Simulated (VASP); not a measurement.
A run of VASP 6.6.1:

POSCAR.step1

```
CaO
1.0
    0.0000000000      2.3376714131      2.3376714131
    2.3376714131      0.0000000000      2.3376714131
    2.3376714131      2.3376714131      0.0000000000
Ca O
1 1
Direct
    0.0000000000      0.0000000000      0.0000000000
    0.5000000000      0.5000000000      0.5000000000
```

The input POSCAR.step2:

```
CaO
1.0
    0.0000000000      2.3710712315      2.3710712315
    2.3710712315      0.0000000000      2.3710712315
    2.3710712315      2.3710712315      0.0000000000
Ca O
1 1
Direct
    0.0000000000      0.0000000000      0.0000000000
    0.5000000000      0.5000000000      0.5000000000
```

Contents of POSCAR.step3:

```
CaO
1.0
    0.0000000000      2.4035556960      2.4035556960
    2.4035556960      0.0000000000      2.4035556960
    2.4035556960      2.4035556960      0.0000000000
Ca O
1 1
Direct
    0.0000000000      0.0000000000      0.0000000000
    0.5000000000      0.5000000000      0.5000000000
```

File POSCAR.step4:

```
CaO
1.0
    0.0000000000      2.4351850560      2.4351850560
    2.4351850560      0.0000000000      2.4351850560
    2.4351850560      2.4351850560      0.0000000000
Ca O
1 1
Direct
    0.0000000000      0.0000000000      0.0000000000
    0.5000000000      0.5000000000      0.5000000000
```

Contents of POSCAR.step5:

```
CaO
1.0
    0.0000000000      2.4660134560      2.4660134560
    2.4660134560      0.0000000000      2.4660134560
    2.4660134560      2.4660134560      0.0000000000
Ca O
1 1
Direct
    0.0000000000      0.0000000000      0.0000000000
    0.5000000000      0.5000000000      0.5000000000
```

The input INCAR:

```
SYSTEM = CaO
  ALGO = Normal
  EDIFF = 1E-6
  EFERMI = MIDGAP
  ENCUT = 520
  GGA = CA
  GGA_COMPAT = .False.
  ISIF = 2
  ISMEAR = 0
  LASPH = .True.
  LCHARG = .False.
  LREAL = .False.
  LWAVE = .False.
  NELM = 120
  NSW = 0
  PREC = Accurate
  SIGMA = 0.03
```

File KPOINTS:

```
Automatic mesh
0
Gamma
  8 8 8
  0 0 0
```

Potentials or basis: VASP PAW LDA potentials, release 64 (Ca_sv, O).

Launch:

```sh
$ cat potpaw_LDA.64/Ca_sv/POTCAR potpaw_LDA.64/O/POTCAR > POTCAR
$ cp POSCAR.step1 POSCAR
$ mpirun -np 1 vasp_std > vasp.out
$ cp POSCAR.step2 POSCAR
$ mpirun -np 1 vasp_std > vasp.out
$ cp POSCAR.step3 POSCAR
$ mpirun -np 1 vasp_std > vasp.out
$ cp POSCAR.step4 POSCAR
$ mpirun -np 1 vasp_std > vasp.out
$ cp POSCAR.step5 POSCAR
$ mpirun -np 1 vasp_std > vasp.out
```

Hardware: 1 thread of Intel(R) Xeon(R) Platinum 8259CL CPU @ 2.50GHz (Skylake/Cascade Lake), with other jobs on the host.

Estimate the wall time of this run.

Run time: 71 s on 1 thread of Intel(R) Xeon(R) Platinum 8259CL CPU @ 2.50GHz (Skylake/Cascade Lake) (shared host), peak memory 0.14 GiB. Counts: k points 29.
